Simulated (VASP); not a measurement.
**NaI: single point with PBE**

The system is NaI.

```
Na I
1.0
     4.62221    0.00000    0.00000
     0.00000    4.26970    0.00000
     0.00000    0.00000    7.79838
Na I
2 2
Direct
  0.25000 0.50000 0.27503
  0.75000 0.50000 0.72497
  0.25000 0.00000 0.74243
  0.75000 0.00000 0.27681
```

```
Program             : VASP 6.6.1
Task                : single point
Functional          : PBE
Potentials or basis : VASP PAW PBE potentials, release 64 (Na_pv, I)
Cutoff              : 500 eV
k mesh              : 6 × 8 × 4
Occupations         : gaussian, width 0.05 eV
Spin                : no spin polarisation
```

```yaml
Pressure: 0.2 GPa
Largest_force: 0.105 eV/Å
Band_gap_on_the_k_mesh: 2.74 eV (least direct gap 2.97 eV)
```

Forces in eV/Å, atoms in the order of the input:
```
Na   0.000  0.000 -0.019
Na   0.000  0.000 -0.010
I    0.000  0.000  0.105
I    0.000  0.000 -0.077
```

Stress tensor (GPa, compression positive):
```
0.24 0.00 0.00
0.00 0.11 0.00
0.00 0.00 0.32
```

Levels at points of the mesh, in eV from the valence-band top:
```csv
k point,band 12,band 13,band 14,band 15,band 16,band 17
"(0.00, 0.00, 0.00)",-0.61,-0.32,-0.22,2.74,4.16,5.83
"(0.50, 0.00, 0.00)",-1.05,-0.42,-0.36,5.23,5.25,5.99
"(0.00, 0.50, 0.00)",-0.91,-0.52,0.00,3.86,5.13,5.49
"(0.50, 0.50, 0.00)",-1.76,-0.73,-0.69,4.03,4.08,5.49
"(0.00, 0.00, 0.50)",-0.83,-0.54,-0.41,3.72,3.94,5.58
"(0.50, 0.00, 0.50)",-0.71,-0.42,-0.36,4.48,4.50,6.28
"(0.00, 0.50, 0.50)",-0.82,-0.68,-0.63,4.70,4.89,5.74
"(0.50, 0.50, 0.50)",-1.93,-0.45,-0.42,3.64,3.68,6.22
```

It took 3.5 min on 1 thread of Oxide Virtual Turin-like Processor, with other jobs on the host, peak memory 0.3 GiB.

Caveat: spin-orbit coupling is left out, which moves the levels of the heavy elements. A k mesh can miss the band edges.
